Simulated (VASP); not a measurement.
# Si49C47 (a cell with a defect) in VASP: single point with PBEsol

Aim: the single point of Si49C47 (a cell with a defect) with PBEsol.

Program: VASP 6.6.1. These are calculated values, not measurements. Logs are shortened: lines on timing, memory, paths and dates and some standing lists are left out, and cuts for length are marked.

## Step 1: The cell of the first run

The cell holds a defect, 96 atoms: a = 9.234 Å, b = 10.663 Å, c = 10.076 Å, α = 90.00°, β = 90.00°, γ = 90.00°.

## Step 2: Single point, PBEsol

INCAR

```
  PREC = Accurate
  ENCUT = 520
  EDIFF = 1E-6
  ISMEAR = -1
  SIGMA = 0.05
  LREAL = Auto
  LASPH = True
  NELM = 120
  ALGO = Normal
  ISIF = 2
  LWAVE = False
  LCHARG = False
  GGA = PS
  NBANDS = 246
  GGA_COMPAT = False
```

KPOINTS

```
Automatic mesh
0
Gamma
  1 1 1
```

POSCAR

```
Si49C47
1.0
    9.2342040000      0.0000000000      0.0000000000
    0.0000000000     10.6627400000      0.0000000000
    0.0000000000      0.0000000000     10.0759470000
Si C
49 47
Direct
    0.0001360000      0.0026400000      0.5003050000
    0.3310290000      0.9959800000      0.4999850000
    0.1673930000      0.2501950000      0.4997130000
    0.0003840000      0.4997420000      0.4997290000
    0.6693820000      0.9960790000      0.5000090000
    0.5001000000      0.2260550000      0.5094220000
    0.3115300000      0.5123360000      0.5095310000
    0.1634990000      0.7532530000      0.5001210000
    0.8330560000      0.2503940000      0.4997600000
    0.6886140000      0.5123600000      0.5094920000
    0.5001910000      0.7499520000      0.4998550000
    0.8368190000      0.7531810000      0.5001190000
    0.9999710000      0.1675570000      0.2505100000
    0.3337150000      0.1658380000      0.2495270000
    0.1669290000      0.4174830000      0.2495030000
    0.0000150000      0.6668520000      0.2501620000
    0.6663060000      0.1659090000      0.2494860000
    0.4999080000      0.4169080000      0.2229160000
    0.3323060000      0.6670540000      0.2494490000
    0.1658290000      0.9171010000      0.2503830000
    0.8330910000      0.4175630000      0.2496100000
    0.6676510000      0.6670480000      0.2495110000
    0.5000110000      0.9162810000      0.2503560000
    0.8341700000      0.9170680000      0.2503660000
    0.1669550000      0.0836480000      0.7503280000
    0.0000040000      0.3337000000      0.7501580000
    0.4999640000      0.0792920000      0.7528650000
    0.3326060000      0.3330980000      0.7500130000
    0.1633480000      0.5854810000      0.7530460000
    0.9999610000      0.8350820000      0.7507380000
    0.8329900000      0.0836920000      0.7503460000
    0.6672700000      0.3331570000      0.7500160000
    0.4999570000      0.5842450000      0.7502640000
    0.3328100000      0.8327270000      0.7504940000
    0.8365320000      0.5854150000      0.7530650000
    0.6671080000      0.8327230000      0.7505020000
    0.5000640000      0.4161550000      0.4380520000
    0.9999790000      0.0011340000      0.0002650000
    0.3328810000      0.9988470000      0.0007130000
    0.1669240000      0.2503520000      0.0003180000
    0.9999550000      0.5004690000      0.0011540000
    0.6670400000      0.9988820000      0.0007280000
    0.4999400000      0.2470680000      0.9954370000
    0.3306600000      0.5017150000      0.9954230000
    0.1656640000      0.7509280000      0.0007390000
    0.8330120000      0.2503890000      0.0003320000
    0.6692200000      0.5016470000      0.9954690000
    0.4999540000      0.7496780000      0.0004060000
    0.8342830000      0.7509340000      0.0007260000
    0.0000210000      0.0010830000      0.1874750000
    0.3330690000      0.9991710000      0.1877040000
    0.1671530000      0.2503980000      0.1880360000
    0.0000010000      0.5002750000      0.1877320000
    0.6670310000      0.9991950000      0.1877180000
    0.5000610000      0.2457670000      0.1805270000
    0.3292820000      0.5025330000      0.1802690000
    0.1660020000      0.7508330000      0.1875960000
    0.8329030000      0.2504650000      0.1880650000
    0.6707510000      0.5024410000      0.1804340000
    0.5000300000      0.7496260000      0.1880510000
    0.8340710000      0.7507930000      0.1875820000
    0.9998910000      0.0013270000      0.6877730000
    0.3326780000      0.9988420000      0.6875570000
    0.1666170000      0.2501900000      0.6870490000
    0.9999780000      0.5002510000      0.6873350000
    0.6671730000      0.9988590000      0.6875710000
    0.4998880000      0.2454570000      0.6942070000
    0.3292010000      0.5024010000      0.6942290000
    0.1654670000      0.7509930000      0.6876550000
    0.8331990000      0.2502540000      0.6870830000
    0.6705420000      0.5024450000      0.6942430000
    0.4999080000      0.7500480000      0.6871820000
    0.8343280000      0.7509400000      0.6876650000
    0.0000260000      0.1683620000      0.4381420000
    0.3297410000      0.1599610000      0.4378250000
    0.1623660000      0.4166430000      0.4374660000
    0.0002340000      0.6662200000      0.4382110000
    0.6706010000      0.1602190000      0.4378020000
    0.3290120000      0.6731110000      0.4378420000
    0.1634570000      0.9173610000      0.4380320000
    0.8380760000      0.4170230000      0.4376930000
    0.6711520000      0.6731370000      0.4378520000
    0.5001790000      0.9160310000      0.4383070000
    0.8367760000      0.9172500000      0.4380340000
    0.1671080000      0.0837090000      0.9383630000
    0.9999680000      0.3336850000      0.9384330000
    0.4999620000      0.0795590000      0.9383780000
    0.3330530000      0.3333770000      0.9373270000
    0.1635750000      0.5853740000      0.9383470000
    0.9999780000      0.8349360000      0.9383800000
    0.8328460000      0.0837420000      0.9383950000
    0.6668730000      0.3333620000      0.9373270000
    0.4999850000      0.5837810000      0.9373470000
    0.3329920000      0.8325550000      0.9383950000
    0.8363160000      0.5853280000      0.9383290000
    0.6669530000      0.8325870000      0.9384140000
```

Potentials or basis: VASP PAW PBE potentials, release 64 (Si, C).

Run with:

```console
$ cat potpaw_PBE.64/Si/POTCAR potpaw_PBE.64/C/POTCAR > POTCAR
$ mpirun -np 1 vasp_gam > vasp.out
```

OUTCAR:

```text
PREC = Accurate
   ENCUT = 520
   EDIFF = 1E-6
   ISMEAR = -1
   LREAL = Auto
   LASPH = True
   NELM = 120
   ISIF = 2
   GGA = PS

 ion  position               nearest neighbor table
   1  0.000  0.003  0.500-  80 1.87  84 1.87  74 1.87  62 1.89   5 3.06   2 3.06   8 3.06  12 3.06
                             3 3.06   9 3.06  13 3.07  25 3.08  31 3.08  20 3.08  24 3.09  30 3.09
   2  0.331  0.996  0.500-  75 1.86  80 1.87  83 1.88  63 1.89   6 2.91   8 3.02  11 3.05   1 3.06
                            20 3.06  34 3.07  23 3.08  25 3.09   3 3.10  14 3.11  27 3.12   5 3.12
   3  0.167  0.250  0.500-  74 1.88  76 1.88  75 1.89  64 1.89   1 3.06   4 3.08  28 3.08  13 3.08
                             6 3.08  14 3.09  25 3.09   9 3.09  15 3.09  26 3.09   7 3.10   2 3.10
   4  0.000  0.500  0.500-  81 1.85  76 1.85  77 1.88  65 1.89   7 2.88  10 2.88   9 3.08   3 3.08
                            15 3.08  16 3.08  26 3.08  21 3.08   8 3.09  12 3.10  29 3.10  35 3.10
   5  0.669  0.996  0.500-  78 1.86  84 1.87  83 1.89  66 1.89   6 2.91  12 3.02  11 3.05   1 3.06
                            24 3.06  36 3.07  23 3.08  31 3.09   9 3.10  17 3.11  27 3.12   2 3.12
   6  0.500  0.226  0.509-  75 1.87  78 1.87  67 1.87  37 2.15   2 2.91   5 2.91  27 2.91   3 3.08
                             9 3.09  32 3.09  28 3.09  17 3.10  14 3.10
   7  0.312  0.512  0.510-  76 1.86  79 1.87  68 1.87  37 2.15   4 2.88   8 2.91  29 2.92  11 3.08
                            33 3.08  28 3.09   3 3.10  19 3.10  15 3.11
   8  0.163  0.753  0.500-  80 1.86  79 1.86  77 1.88  69 1.89   7 2.91   2 3.02  12 3.02   1 3.06
                            20 3.06  30 3.07  16 3.08  34 3.09   4 3.09  19 3.11  11 3.11  29 3.11
   9  0.833  0.250  0.500-  74 1.88  81 1.88  70 1.89  78 1.89   1 3.06   4 3.08  13 3.08  32 3.08
[... 125 lines left out ...]
  95  0.836  0.585  0.938-  35 1.87  41 1.87  47 1.87  49 1.87
  96  0.667  0.833  0.938-  42 1.88  49 1.88  48 1.88  36 1.89

  LATTYP: Found a simple orthorhombic cell.
 ALAT       =     9.2342040000
 B/A-ratio  =     1.0911549063
 C/A-ratio  =     1.1547005026

  Lattice vectors:

 A1 = (  -9.2342040000,   0.0000000000,   0.0000000000)
 A2 = (   0.0000000000,   0.0000000000,  10.0759470000)
 A3 = (   0.0000000000,  10.6627400000,   0.0000000000)

Analysis of symmetry for initial positions (statically):
=====================================================================
 Subroutine PRICEL returns:
 Original cell was already a primitive cell.

 Routine SETGRP: Setting up the symmetry group for a
 simple orthorhombic supercell.

 Subroutine GETGRP returns: Found  1 space group operations
 (whereof  1 operations were pure point group operations)
 out of a pool of  8 trial point group operations.

The static configuration has the point symmetry C_1 .

Analysis of symmetry for dynamics (positions and initial velocities):
[... 266 lines left out ...]
   EMIN   =  10.00;   EMAX   =-10.00  energy-range for DOS
   EFERMI =   0.00;   METHOD = LEGACY
   ISMEAR =    -1;   SIGMA  =   0.05  broadening in eV -4-tet -1-fermi 0-gaus
   EFERMI_NEDOS =   21; number of points for ismear=-14 and -15
   IALGO  =     38    algorithm
   IMIX   =      4    mixing-type and parameters
     AMIX     =   0.40;   BMIX     =  1.00
     AMIX_MAG =   1.60;   BMIX_MAG =  1.00
  volume/ion in A,a.u.               =      10.33        69.74
  Fermi-wavevector in a.u.,A,eV,Ry     =   1.193073  2.254582 19.366863  1.423424
  Thomas-Fermi vector in A             =   2.329097
   LORBIT       =      0    0 simple, 1 ext, 2 COOP (PROOUT), +10 PAW based schemes
   GGA     = PS    functional components
   LHFCALC =     F    Hartree Fock is set to
   AEXX    =    0.0000 exact exchange contribution
   IVDW    =     0    specifies the selected vdW correction
   LEPSILON=     F    determine dielectric tensor
   LRPA    =     F    only Hartree local field effects (RPA)
 non-spin polarized calculation
  energy-cutoff  :      520.00
  volume of cell :      992.10
 maximum number of plane-waves:     13365
 NGX is ok and might be reduce to    70
   NGX = 35   NGY = 39   NGZ = 37

 number of electron     384.0000013 magnetization

 Free energy of the ion-electron system (eV)
  ---------------------------------------------------
  ext. energy  EPLUGINS =         0.00000000
  ---------------------------------------------------
  free energy    TOTEN  =      -751.99626360 eV

  energy without entropy =     -751.99626289  energy(sigma->0) =     -751.99626324

 E-fermi :   9.5244     XC(G=0): -11.5222

 val. band max:        8.7564249084   @ k =   0.0000   0.0000   0.0000
 cond. band min:      10.2955354872   @ k =   0.0000   0.0000   0.0000
 fundamental gap:      1.5391105788
 Fermi energy:         9.5243841218

 k-point     1 :       0.0000    0.0000    0.0000
  band No.  band energies     occupation
      1      -7.3061      2.00000
      2      -6.2723      2.00000
      3      -6.2285      2.00000
      4      -6.1156      2.00000
      5      -6.0866      2.00000
      6      -5.9121      2.00000
[... 196 lines left out ...]
    203      11.7833      0.00000
    204      11.8786      0.00000
 [bands above 204 left out]

------------------------ aborting loop because EDIFF is reached ----------------------------------------

  FORCE on cell =-STRESS in cart. coord.  units (eV):
  Direction    XX          YY          ZZ          XY          YZ          ZX
  --------------------------------------------------------------------------------------
  -------------------------------------------------------------------------------------
  Total       34.9904107     16.0091844     21.2603351     -0.0745861     -0.0155550     -0.0175311
  in kB       56.5074180     25.8538742     34.3341681     -0.1204521     -0.0251204     -0.0283117
  external PRESSURE =      38.8984868 kB  Pullay stress =       0.0000000 kB

 VOLUME and BASIS-vectors are now :
 -----------------------------------------------------------------------------
  energy-cutoff  :      520.00
  volume of cell :      992.10
      direct lattice vectors                 reciprocal lattice vectors
     9.234204000  0.000000000  0.000000000     0.108293037  0.000000000  0.000000000
     0.000000000 10.662740000  0.000000000     0.000000000  0.093784524  0.000000000
     0.000000000  0.000000000 10.075947000     0.000000000  0.000000000  0.099246254

 POSITION                                       TOTAL-FORCE (eV/Angst)
 -----------------------------------------------------------------------------------
      0.00126      0.02815      5.04105        -0.015021     -0.082472      0.053409
      3.05679     10.61988      5.03782        -0.001724     -0.066013      0.067365
      1.54574      2.66776      5.03508        -0.051309     -0.053749      0.056848
      0.00355      5.32862      5.03524        -0.030889     -0.172869     -0.016875
      6.18121     10.62093      5.03806        -0.028369     -0.057303      0.056177
      4.61803      2.41037      5.13291         0.001649     -0.061742      0.067316
[... 88 lines left out ...]
      7.72271      6.24120      9.45455        -0.008668     -0.109966      0.102817
      6.15878      8.87766      9.45541        -0.008556     -0.105780      0.084601
 -----------------------------------------------------------------------------------
    total drift:                                0.003802      0.013233      0.026962

  FREE ENERGIE OF THE ION-ELECTRON SYSTEM (eV)
  ---------------------------------------------------
  free  energy   TOTEN  =      -751.9962635988 eV

  energy  without entropy=     -751.9962628910  energy(sigma->0) =     -751.99626324
```

Run time: 9.6 min. Hardware: 1 thread of Oxide Virtual Turin-like, shared host; peak memory 0.78 GiB.

What came out:

| Item | Value |
| --- | --- |
| Free energy | -751.9963 eV |
| Pressure | 3.9 GPa |
| Largest force | 0.198 eV/Å |
| Band gap on the k mesh | 1.54 eV |

Forces on the atoms (eV/Å):
```
Si  -0.015 -0.082  0.053
Si  -0.002 -0.066  0.067
Si  -0.051 -0.054  0.057
Si  -0.031 -0.173 -0.017
Si  -0.028 -0.057  0.056
Si   0.002 -0.062  0.067
Si   0.013 -0.060  0.065
Si  -0.046 -0.048  0.063
Si   0.001 -0.044  0.056
Si  -0.009 -0.060  0.079
Si  -0.022 -0.048  0.063
Si   0.028 -0.057  0.067
Si   0.007  0.027 -0.092
Si  -0.012  0.029 -0.116
Si  -0.042  0.038 -0.084
Si   0.009  0.023 -0.111
Si   0.033  0.024 -0.102
Si   0.015  0.026 -0.196
Si   0.004  0.048 -0.111
Si   0.005  0.034 -0.108
Si   0.056  0.027 -0.072
Si   0.015  0.043 -0.125
Si   0.010  0.037 -0.119
Si   0.011  0.036 -0.105
Si  -0.025 -0.044 -0.117
Si  -0.013 -0.036 -0.114
Si  -0.007 -0.034 -0.117
Si  -0.011 -0.041 -0.106
Si  -0.009 -0.062 -0.116
Si  -0.012 -0.042 -0.103
Si   0.006 -0.042 -0.115
Si  -0.002 -0.049 -0.108
Si  -0.013 -0.029 -0.091
Si  -0.019 -0.050 -0.109
Si   0.003 -0.057 -0.129
Si   0.007 -0.048 -0.110
Si   0.004  0.085  0.161
Si  -0.001  0.046  0.058
Si   0.008  0.067  0.048
Si  -0.010  0.053  0.049
Si   0.001  0.079  0.029
Si   0.001  0.064  0.047
Si   0.007  0.083  0.068
Si   0.024  0.047  0.038
Si  -0.005  0.054  0.058
Si   0.014  0.050  0.051
Si  -0.012  0.056  0.052
Si   0.007  0.065  0.054
Si   0.005  0.048  0.057
C   -0.005 -0.030 -0.036
C    0.002 -0.035 -0.017
C   -0.001 -0.039 -0.020
C    0.002 -0.033  0.002
C   -0.025 -0.036 -0.018
C   -0.018 -0.029 -0.054
C    0.063 -0.017 -0.011
C   -0.006 -0.049 -0.018
C   -0.007 -0.038 -0.021
C   -0.087  0.000 -0.033
C   -0.008 -0.040 -0.030
C   -0.013 -0.046 -0.012
C    0.017  0.040 -0.023
C    0.028  0.037 -0.030
C    0.026  0.044 -0.036
C    0.007  0.063 -0.042
C    0.001  0.042 -0.030
C    0.013 -0.001 -0.026
C    0.025  0.094 -0.019
C    0.024  0.045 -0.028
C    0.006  0.043 -0.035
C    0.002  0.085 -0.032
C    0.013  0.020 -0.042
C    0.010  0.046 -0.028
C    0.026  0.130  0.058
C    0.063  0.091  0.054
C   -0.071  0.145  0.107
C   -0.008  0.082  0.087
C   -0.070  0.061  0.064
C    0.085  0.124  0.057
C   -0.016  0.096  0.093
C    0.066  0.103  0.078
C   -0.064  0.118  0.060
C    0.002  0.101  0.075
C    0.027  0.113  0.090
C    0.009 -0.084  0.090
C    0.004 -0.107  0.088
C   -0.002 -0.109  0.079
C    0.004 -0.085  0.090
C    0.011 -0.111  0.094
C    0.000 -0.061  0.071
C   -0.010 -0.084  0.089
C   -0.011 -0.085  0.092
C   -0.006 -0.127  0.076
C    0.010 -0.103  0.086
C   -0.009 -0.110  0.103
C   -0.009 -0.106  0.085
```

Levels at points of the mesh, in eV from the valence-band top:
```
           k point  band 189  band 190  band 191  band 192  band 193  band 194  band 195  band 196
(0.00, 0.00, 0.00)     -0.69     -0.38     -0.27      0.00      1.54      1.67      2.31      2.36
```

Caveat: the k points lie up to 0.68 Å⁻¹ apart; the PAW data sets were made with another functional, which shifts forces and pressure a little.
